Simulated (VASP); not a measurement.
Set up this calculation in VASP 6.6.1, as the native input.

- Task: single point
- Functional: PBE
- Potentials or basis: VASP PAW PBE potentials, release 64 (Ru_pv)
- Cutoff: 520 eV
- k mesh: 18 × 18 × 10
- Occupations: gaussian, width 0.1 eV
- Spin: no spin polarisation
- Dipole correction: no
- Further INCAR settings: ALGO = Fast; EDIFF = 1e-07; NBANDS = 21

The structure of Ru lies in POSCAR:

```
Ru
1.0
    2.7200402942      0.0000000000      0.0000000000
   -1.3600201471      2.3556239941      0.0000000000
    0.0000000000      0.0000000000      4.2968853596
Ru
2
Direct
    0.6666666667      0.3333333333      0.7500000000
    0.3333333333      0.6666666667      0.2500000000
```

One way to write it, as run:

INCAR

```
PREC = Accurate
ENCUT = 520
EDIFF = 1E-7
ISMEAR = 0
SIGMA = 0.1
LREAL = F
LASPH = T
NELM = 80
ALGO = Fast
ISIF = 2
LWAVE = F
LCHARG = F
GGA = PE
NBANDS = 21
```

KPOINTS

```
regular mesh
0
Gamma
  18 18 10
```

Potentials or basis: VASP PAW PBE potentials, release 64 (Ru_pv).

Launch:

```console
$ cat potpaw_PBE.64/Ru_pv/POTCAR > POTCAR
$ mpirun -np 1 vasp_std > vasp.out
```

Results of the run:

| Item | Value |
| --- | --- |
| Pressure | -0.1 GPa |
| Band gap on the k mesh | zero (bands 14 and 15 overlap by 3.07 eV) |

Run time: 58 s on 1 thread of Intel(R) Xeon(R) Platinum 8488C (Sapphire Rapids) (shared host), peak memory 0.21 GiB.
